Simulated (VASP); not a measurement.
A run of VASP 6.6.1:

Contents of INCAR:

```
SYSTEM = Fe
  PREC = Accurate
  ENCUT = 520
  EDIFF = 1E-7
  ISMEAR = -1
  SIGMA = 0.05
  LREAL = .False.
  LASPH = .True.
  NELM = 150
  ALGO = Normal
  ISIF = 2
  LWAVE = .False.
  LCHARG = .False.
  ISPIN = 2
  MAGMOM = 2.5 2.5 2.5 2.5
  LORBIT = 11
  LMAXMIX = 4
  GGA = CA
  NBANDS = 28
```

KPOINTS

```
Automatic mesh
0
Gamma
  15 15 4
  0 0 0
```

Contents of POSCAR:

```
Fe
1.0
    2.3345212184      0.0000000000      0.0000000000
   -1.1672606092      2.0217546808      0.0000000000
    0.0000000000      0.0000000000      7.5315531497
Fe
4
Direct
    0.0000000000      0.0000000000      0.0000000000
    0.0000000000      0.0000000000      0.5000000000
    0.3333333333      0.6666666667      0.2500000000
    0.6666666667      0.3333333333      0.7500000000
```

Potentials or basis: VASP PAW LDA potentials, release 64 (Fe).

Run with:

```console
$ cat potpaw_LDA.64/Fe/POTCAR > POTCAR
$ mpirun -np 1 vasp_std > vasp.out
```

Hardware: 1 thread of Intel Xeon 8259CL, with other jobs on the host.

Problem. How long does it take, and how much memory?

Solution. It took 5.3 min on 1 thread of Intel Xeon 8259CL (shared host), peak memory 0.22 GiB. Counts: scf iterations 18, k points 81.
